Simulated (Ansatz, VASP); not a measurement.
## MgO in VASP and in Ansatz

```
Mg O
1.0
     4.16071    0.00000    0.00000
     0.00000   -4.16071    0.00000
     0.00000    0.00000   -4.16071
Mg O
4 4
Direct
  0.98233 0.01767 0.00000
  0.50000 0.50000 0.00000
  0.50000 0.00000 0.50000
  0.00000 0.50000 0.50000
  0.50000 0.00000 0.00000
  0.00000 0.50000 0.00000
  0.00000 0.00000 0.50000
  0.50000 0.50000 0.50000
```

Alike in both runs: task single point; functional LDA; k mesh 6 × 6 × 6; occupations gaussian, width 0.05 eV; no spin polarisation.

```csv
,VASP,Ansatz
version,VASP 6.6.1,Ansatz 0.2.0
potentials or method,"VASP PAW LDA potentials, release 64 (Mg, O), cutoff 520 eV","scalar-relativistic, plane waves, PAW"
valence electrons in the cell,32,64
```

Ansatz gave:

| Item | Value |
| --- | --- |
| gap on the k mesh at the Fermi level (eV) | 5.03 |
| least direct gap on the mesh (eV) | 5.03 |
| pressure (GPa) | 0.3 |
| traceless stress, the component that is largest in VASP (GPa) | -0.33 |
| rms of the force components (eV/Å) | 0.253 |

Task: Estimate VASP's values.

Result: gap on the k mesh at the Fermi level (eV): 5.02; least direct gap on the mesh (eV): 5.02; pressure (GPa): -1.5; traceless stress, the component that is largest in VASP (GPa): -0.34; rms of the force components (eV/Å): 0.259.

Ansatz warns that its potentials were made for another functional, while VASP's fit it. LDA's correlation is that of Perdew and Zunger in VASP and of Perdew and Wang (1992) in Ansatz. Atom by atom the forces differ by 0.006 eV/Å (rms over components). VASP's potentials hold 32 valence electrons a cell and Ansatz's 64, so a difference there can come from the potentials and not from the codes.
